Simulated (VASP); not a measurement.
A run of VASP 6.6.1:

File INCAR:

```
SYSTEM = SrOs
PREC = Accurate
ENCUT = 600
EDIFF = 1E-6
ISMEAR = 0
SIGMA = 0.1
LREAL = .FALSE.
LASPH = .TRUE.
NELM = 100
ALGO = Fast
ISIF = 3
LWAVE = .FALSE.
LCHARG = .FALSE.
GGA = PE
IBRION = 2
NSW = 90
EDIFFG = -0.04
```

The input KPOINTS:

```
Automatic mesh
0
G
  4 4 4
  0 0 0
```

POSCAR

```
SrOs
1.0
    5.5328317990      0.0000000000      0.0000000000
    0.0000000000      5.5328317990      0.0000000000
    0.0000000000      0.0000000000      5.5328317990
Sr Os
4 4
Direct
    0.1340000000      0.1340000000      0.1340000000
    0.3660000000      0.8660000000      0.6340000000
    0.6340000000      0.3660000000      0.8660000000
    0.8660000000      0.6340000000      0.3660000000
    0.8445000000      0.8445000000      0.8445000000
    0.6555000000      0.1555000000      0.3445000000
    0.3445000000      0.6555000000      0.1555000000
    0.1555000000      0.3445000000      0.6555000000
```

Potentials or basis: VASP PAW PBE potentials, release 64 (Sr_sv, Os).

Launch:

```bash
$ cat potpaw_PBE.64/Sr_sv/POTCAR potpaw_PBE.64/Os/POTCAR > POTCAR
$ mpirun -np 1 vasp_std > vasp.out
```

Hardware: 1 thread of Oxide Virtual Turin-like Processor (shared host).

**Question.** Estimate the wall time of this run.

**Answer.** Run time: 59 min on 1 thread of Oxide Virtual Turin-like Processor, on a shared host, peak memory 0.36 GiB. Counts: scf iterations 173, k points 11, ion steps 11.
